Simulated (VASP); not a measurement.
# Si (Fm-3m) in VASP: a series of runs

Runs on Si. Level: LDA. Tasks: single point.

Everything below comes from runs of VASP 6.6.1. Logs are shortened: lines on timing, memory, paths and dates and some standing lists are left out, and cuts for length are marked.

## 1. The cell of the first run

Symmetry: Fm-3m, No. 225, cubic system. Conventional cell: a = 3.201 Å, b = 3.201 Å, c = 3.201 Å, α = 90.00°, β = 90.00°, γ = 90.00°. Within 3.0 Å of Si (site symmetry m-3m) lie 12 Si at 2.26 Å.

## 2. Single point, LDA

INCAR reads:

```
PREC = Accurate
ENCUT = 500
EDIFF = 1E-6
ISMEAR = 1
SIGMA = 0.1
LREAL = False
LASPH = True
NELM = 120
ALGO = Normal
ISIF = 2
LWAVE = False
LCHARG = False
NBANDS = 8
GGA_COMPAT = False
```

KPOINTS reads:

```
Automatic mesh
0
Gamma
  15 15 15
```

POSCAR reads:

```
Si
1.0
    0.0000000000      1.6003342323      1.6003342323
    1.6003342323      0.0000000000      1.6003342323
    1.6003342323      1.6003342323      0.0000000000
Si
1
Direct
    0.0000000000      0.0000000000      0.0000000000
```

Potentials or basis: VASP PAW LDA potentials, release 64 (Si).

Launch:

```console
$ cat potpaw_LDA.64/Si/POTCAR > POTCAR
$ mpirun -np 1 vasp_std > vasp.out
```

OUTCAR:

```text
PREC = Accurate
   ENCUT = 500
   EDIFF = 1E-6
   ISMEAR = 1
   LREAL = False
   LASPH = True
   NELM = 120
   ISIF = 2

 ion  position               nearest neighbor table
   1  0.000  0.000  0.000-

  LATTYP: Found a face centered cubic cell.
 ALAT       =     3.2006684646

  Lattice vectors:

 A1 = (   0.0000000000,   1.6003342323,   1.6003342323)
 A2 = (   1.6003342323,   0.0000000000,   1.6003342323)
 A3 = (   1.6003342323,   1.6003342323,   0.0000000000)

Analysis of symmetry for initial positions (statically):
=====================================================================
 Subroutine PRICEL returns:
 Original cell was already a primitive cell.

 Routine SETGRP: Setting up the symmetry group for a
 face centered cubic supercell.

 Subroutine GETGRP returns: Found 48 space group operations
 (whereof 48 operations were pure point group operations)
 out of a pool of 48 trial point group operations.

The static configuration has the point symmetry O_h .

Analysis of symmetry for dynamics (positions and initial velocities):
=====================================================================
 Subroutine PRICEL returns:
 Original cell was already a primitive cell.

 Routine SETGRP: Setting up the symmetry group for a
 face centered cubic supercell.

 Subroutine GETGRP returns: Found 48 space group operations
 (whereof 48 operations were pure point group operations)
 out of a pool of 48 trial point group operations.

The dynamic configuration has the point symmetry O_h .

 Subroutine INISYM returns: Found 48 space group operations
 (whereof 48 operations are pure point group operations),
 and found     1 'primitive' translations

----------------------------------------------------------------------------------------

                                     Primitive cell

  volume of cell :       8.1971

  direct lattice vectors                    reciprocal lattice vectors
     0.000000000  1.600334232  1.600334232    -0.312434734  0.312434734  0.312434734
     1.600334232  0.000000000  1.600334232     0.312434734 -0.312434734  0.312434734
     1.600334232  1.600334232  0.000000000     0.312434734  0.312434734 -0.312434734

  length of vectors
     2.263214376  2.263214376  2.263214376     0.541152833  0.541152833  0.541152833

  position of ions in fractional coordinates (direct lattice)
     0.000000000  0.000000000  0.000000000

  ion indices of the primitive-cell ions
   primitive index   ion index
[... 75 lines left out ...]
   EDIFFG = 0.1E-04   stopping-criterion for IOM
   NSW    =      0    number of steps for IOM
   IBRION =     -1    ionic relax: 0-MD 1-quasi-New 2-CG
   NFREE  =      0    steps in history (QN), initial steepest desc. (CG)
   ISIF   =      2    stress and relaxation
   ISYM   =      2    0-nonsym 1-usesym 2-fastsym
   POTIM  = 0.5000    time-step for ionic-motion
   TEBEG  =    0.0;   TEEND  =   0.0 temperature during run
   PSTRESS=    0.0 pullay stress
   NELECT =       4.0000    total number of electrons
   NUPDOWN=      -1.0000    fix difference up-down
   EMIN   =  10.00;   EMAX   =-10.00  energy-range for DOS
   EFERMI =   0.00;   METHOD = LEGACY
   ISMEAR =     1;   SIGMA  =   0.10  broadening in eV -4-tet -1-fermi 0-gaus
   EFERMI_NEDOS =   21; number of points for ismear=-14 and -15
   IALGO  =     38    algorithm
   IMIX   =      4    mixing-type and parameters
     AMIX     =   0.40;   BMIX     =  1.00
     AMIX_MAG =   1.60;   BMIX_MAG =  1.00
  volume/ion in A,a.u.               =       8.20        55.32
  Fermi-wavevector in a.u.,A,eV,Ry     =   1.288865  2.435602 22.601635  1.661173
  Thomas-Fermi vector in A             =   2.420793
   LORBIT       =      0    0 simple, 1 ext, 2 COOP (PROOUT), +10 PAW based schemes
   GGA     = CA    functional components
   LHFCALC =     F    Hartree Fock is set to
   AEXX    =    0.0000 exact exchange contribution
   IVDW    =     0    specifies the selected vdW correction
   LEPSILON=     F    determine dielectric tensor
   LRPA    =     F    only Hartree local field effects (RPA)
 non-spin polarized calculation
 Methfessel and Paxton  Order N= 1 SIGMA  =   0.10
  energy-cutoff  :      500.00
  volume of cell :        8.20
 maximum number of plane-waves:       218
 NGX is ok and might be reduce to    18
   NGX =  9   NGY =  9   NGZ =  9

 number of electron       4.0000000 magnetization

 Free energy of the ion-electron system (eV)
  ---------------------------------------------------
  ext. energy  EPLUGINS =         0.00000000
  ---------------------------------------------------
  free energy    TOTEN  =        -3.83986545 eV

  energy without entropy =       -3.83908205  energy(sigma->0) =       -3.83960432

 E-fermi :  19.5633     XC(G=0): -13.7135

 val. band max:       19.5548866606   @ k =  -0.4000   0.2667   0.0000
 cond. band min:      19.5712939031   @ k =  -0.3333   0.3333   0.1333
 fundamental gap:      0.0164072425
 Fermi energy:        19.5633257712

 k-point     1 :       0.0000    0.0000    0.0000
  band No.  band energies     occupation
      1      -1.0551      2.00000
      2      33.9391      0.00000
      3      33.9391      0.00000
      4      33.9391      0.00000
      5      39.2603      0.00000
      6      39.2603      0.00000
      7      39.2603      0.00000
      8      40.9897      0.00000
[... 243 lines left out ...]
 k-point    24 :       0.2000    0.1333    0.0000
  band No.  band energies     occupation
      1       0.6186      2.00000
      2      26.7388      0.00000
      3      29.8718      0.00000
      4      31.1135      0.00000
      5      34.5899      0.00000
      6      37.9029      0.00000
      7      44.4969      0.00000
      8      44.7767      0.00000

 [... further k-points ...]

------------------------ aborting loop because EDIFF is reached ----------------------------------------

  FORCE on cell =-STRESS in cart. coord.  units (eV):
  Direction    XX          YY          ZZ          XY          YZ          ZX
  --------------------------------------------------------------------------------------
  -------------------------------------------------------------------------------------
  Total        7.7764873      7.7764873      7.7764873     -0.0000000      0.0000000      0.0000000
  in kB     1519.9593339   1519.9593339   1519.9593339     -0.0000000      0.0000000      0.0000000
  external PRESSURE =    1519.9593339 kB  Pullay stress =       0.0000000 kB

 VOLUME and BASIS-vectors are now :
 -----------------------------------------------------------------------------
  energy-cutoff  :      500.00
  volume of cell :        8.20
      direct lattice vectors                 reciprocal lattice vectors
     0.000000000  1.600334232  1.600334232    -0.312434734  0.312434734  0.312434734
     1.600334232  0.000000000  1.600334232     0.312434734 -0.312434734  0.312434734
     1.600334232  1.600334232  0.000000000     0.312434734  0.312434734 -0.312434734

 POSITION                                       TOTAL-FORCE (eV/Angst)
 -----------------------------------------------------------------------------------
      0.00000      0.00000      0.00000         0.000000      0.000000      0.000000
 -----------------------------------------------------------------------------------
    total drift:                                0.000000     -0.000000     -0.000000

  FREE ENERGIE OF THE ION-ELECTRON SYSTEM (eV)
  ---------------------------------------------------
  free  energy   TOTEN  =        -3.8398654548 eV

  energy  without entropy=       -3.8390820475  energy(sigma->0) =       -3.83960432
```

stdout:

```text
POSCAR found type information on POSCAR Si
 POSCAR found :  1 types and       1 ions
 scaLAPACK will be used
 LDA part: xc-table for (Slater(with rela. corr.)+CA(PZ))
 , standard interpolation
 POSCAR, INCAR and KPOINTS ok, starting setup
 FFT: planning ... GRIDC
 FFT: planning ... GRID_SOFT
 FFT: planning ... GRID
 WAVECAR not read
 entering main loop
```

Run time: 6.4 s. Hardware: 1 thread of Intel Xeon Platinum 8259CL at 2.50GHz (Skylake/Cascade Lake), shared host; peak memory 0.11 GiB.

What came out:

| Item | Value |
| --- | --- |
| Free energy | -3.8399 eV |
| Pressure | 152.0 GPa |
| Band gap on the k mesh | zero (band 2 reaches 33.94 eV, above the bottom of band 3 at 16.04 eV) |

## 3. Single point, LDA

This run uses another cell than the first one, of 8.57 Å³/atom, 1.045 times its volume.

INCAR reads:

```
SYSTEM = Si
PREC     = Accurate       ! precision mode
ENCUT    = 500            ! plane-wave cutoff, eV
EDIFF    = 1E-6           ! SCF threshold, eV
ISMEAR   = 1              ! smearing method
SIGMA    = 0.1            ! smearing width, eV
LREAL    = .False.        ! projectors in reciprocal space
LASPH    = .True.         ! aspherical terms in the spheres
NELM     = 120            ! most SCF steps
ALGO     = Normal         ! electronic algorithm
ISIF     = 2              ! what is computed and relaxed
LWAVE    = .False.        ! write WAVECAR
LCHARG   = .False.        ! write CHGCAR
GGA      = CA             ! functional
NBANDS   = 8              ! bands
GGA_COMPAT= .False.
```

KPOINTS reads:

```
regular mesh
0
Gamma
  15 15 15
  0 0 0
```

POSCAR reads:

```
Si
1.0
    0.0000000000      1.6242233398      1.6242233398
    1.6242233398      0.0000000000      1.6242233398
    1.6242233398      1.6242233398      0.0000000000
Si
1
Direct
    0.0000000000      0.0000000000      0.0000000000
```

Potentials or basis: VASP PAW LDA potentials, release 64 (Si).

Launch:

```console
$ cat potpaw_LDA.64/Si/POTCAR > POTCAR
$ mpirun -np 1 vasp_std > vasp.out
```

It took 7.1 s on 1 thread of Intel Xeon Platinum 8259CL at 2.50GHz (Skylake/Cascade Lake), shared host; peak memory 0.11 GiB.

The run converged. Its results:

```
Free energy            : -4.1614 eV
Pressure               : 125.3 GPa
Band gap on the k mesh : zero (band 2 reaches 32.83 eV, above the bottom of band 3 at 15.37 eV)
```

Levels at points of the mesh, in eV from the Fermi level:
| k point | band 1 | band 2 | band 3 | band 4 | band 5 | band 6 |
| --- | --- | --- | --- | --- | --- | --- |
| (0.00, 0.00, 0.00) | -20.11 | 14.11 | 14.11 | 14.11 | 18.82 | 18.82 |

## 4. Single point, LDA

This run uses another cell than the first one, of 8.94 Å³/atom, 1.091 times its volume.

INCAR reads:

```
SYSTEM = Si
  PREC = Accurate
  ENCUT = 500
  EDIFF = 1E-6
  ISMEAR = 1
  SIGMA = 0.1
  LREAL = .FALSE.
  LASPH = .TRUE.
  NELM = 120
  ALGO = Normal
  ISIF = 2
  LWAVE = .FALSE.
  LCHARG = .TRUE.
  LELF = .TRUE.
  LVHAR = .TRUE.
  NBANDS = 8
  GGA_COMPAT = .FALSE.
```

KPOINTS reads:

```
Automatic mesh
0
G
  15 15 15
  0 0 0
```

POSCAR reads:

```
Si
1.0
    0.0000000000      1.6474296657      1.6474296657
    1.6474296657      0.0000000000      1.6474296657
    1.6474296657      1.6474296657      0.0000000000
Si
1
Direct
    0.0000000000      0.0000000000      0.0000000000
```

Launch:

```console
$ cat potpaw_LDA.64/Si/POTCAR > POTCAR
$ mpirun -np 1 vasp_std > vasp.out
```

It took 6.8 s on 1 thread of Intel Xeon Platinum 8259CL at 2.50GHz (Skylake/Cascade Lake), shared host; peak memory 0.11 GiB.

It converged, with:

```yaml
Free_energy: -4.4261 eV
Pressure: 103.1 GPa
Band_gap_on_the_k_mesh: zero (band 2 reaches 31.81 eV, above the bottom of band 3 at 14.74 eV)
```

Levels at points of the mesh, in eV from the Fermi level:
```
           k point  band 1  band 2  band 3  band 4  band 5  band 6
(0.00, 0.00, 0.00)  -19.62   13.88   13.88   13.88   18.02   18.02
```

## 5. Single point, LDA

This run uses another cell than the first one, of 9.31 Å³/atom, 1.136 times its volume.

INCAR reads:

```
PREC     = Accurate       # precision mode
ENCUT    = 500            # plane-wave cutoff, eV
EDIFF    = 1E-6           # SCF threshold, eV
ISMEAR   = 1              # smearing method
SIGMA    = 0.1            # smearing width, eV
LREAL    = False          # projectors in reciprocal space
LASPH    = True           # aspherical terms in the spheres
NELM     = 120            # most SCF steps
ALGO     = Normal         # electronic algorithm
ISIF     = 2              # what is computed and relaxed
LWAVE    = False          # write WAVECAR
LCHARG   = False          # write CHGCAR
GGA      = CA             # functional
NBANDS   = 8              # bands
GGA_COMPAT= False
```

KPOINTS reads:

```
regular mesh
0
Gamma
  15 15 15
```

POSCAR reads:

```
Si
1.0
    0.0000000000      1.6700000000      1.6700000000
    1.6700000000      0.0000000000      1.6700000000
    1.6700000000      1.6700000000      0.0000000000
Si
1
Direct
    0.0000000000      0.0000000000      0.0000000000
```

Launch:

```console
$ cat potpaw_LDA.64/Si/POTCAR > POTCAR
$ mpirun -np 1 vasp_std > vasp.out
```

Wall time 8.2 s (1 thread of Intel Xeon Platinum 8259CL at 2.50GHz (Skylake/Cascade Lake), shared host); peak memory 0.11 GiB.

The run converged. Its results:

- Free energy: -4.6440 eV
- Pressure: 85.2 GPa
- Band gap on the k mesh: zero (band 2 reaches 30.85 eV, above the bottom of band 3 at 14.02 eV)

Levels at points of the mesh, in eV from the Fermi level:
```
           k point  band 1  band 2  band 3  band 4  band 5
(0.00, 0.00, 0.00)  -19.13   13.68   13.68   13.68   17.30
```

## 6. Single point, LDA

This run uses another cell than the first one, of 9.69 Å³/atom, 1.182 times its volume.

INCAR reads:

```
SYSTEM = Si
  PREC = Accurate
  ENCUT = 500
  EDIFF = 1E-6
  ISMEAR = 1
  SIGMA = 0.1
  LREAL = .False.
  LASPH = .True.
  NELM = 120
  ALGO = Normal
  ISIF = 2
  LWAVE = .False.
  LCHARG = .True.
  GGA = CA
  LELF = .True.
  LVHAR = .True.
  NBANDS = 8
  GGA_COMPAT = .False.
```

KPOINTS reads:

```
regular mesh
0
Gamma
  15 15 15
  0 0 0
```

POSCAR reads:

```
Si
1.0
    0.0000000000      1.6919762044      1.6919762044
    1.6919762044      0.0000000000      1.6919762044
    1.6919762044      1.6919762044      0.0000000000
Si
1
Direct
    0.0000000000      0.0000000000      0.0000000000
```

Potentials or basis: VASP PAW LDA potentials, release 64 (Si).

Launch:

```console
$ cat potpaw_LDA.64/Si/POTCAR > POTCAR
$ mpirun -np 1 vasp_std > vasp.out
```

Wall time 7 s (1 thread of Intel Xeon Platinum 8259CL at 2.50GHz (Skylake/Cascade Lake), shared host); peak memory 0.11 GiB.

The run converged. Its results:

* Free energy: -4.8256 eV
* Pressure: 71.5 GPa
* Band gap on the k mesh: zero (band 2 reaches 29.95 eV, above the bottom of band 3 at 13.31 eV)

Levels at points of the mesh, in eV from the Fermi level:
```
           k point  band 1  band 2  band 3  band 4  band 5  band 6  band 7
(0.00, 0.00, 0.00)  -18.63   13.54   13.54   13.54   16.67   16.67   16.67
```

## 7. The runs side by side

| cell | gap on the mesh (eV) | pressure (GPa) |
| --- | --- | --- |
| a = 2.263 Å, angles 60.0°, 1 atom | none | 152.0 |
| a = 2.297 Å, angles 60.0°, 1 atom | none | 125.3 |
| a = 2.330 Å, angles 60.0°, 1 atom | none | 103.1 |
| a = 2.362 Å, angles 60.0°, 1 atom | none | 85.2 |
| a = 2.393 Å, angles 60.0°, 1 atom | none | 71.5 |

Alike in all rows: task single point; level LDA; potentials or basis VASP PAW LDA potentials, release 64 (Si); no spin polarisation; k mesh 15 × 15 × 15; cutoff (eV) 500; smearing methfessel-paxton 0.1 eV.

Total energies depend on the potentials used, so only differences within one code and one set of settings carry meaning.
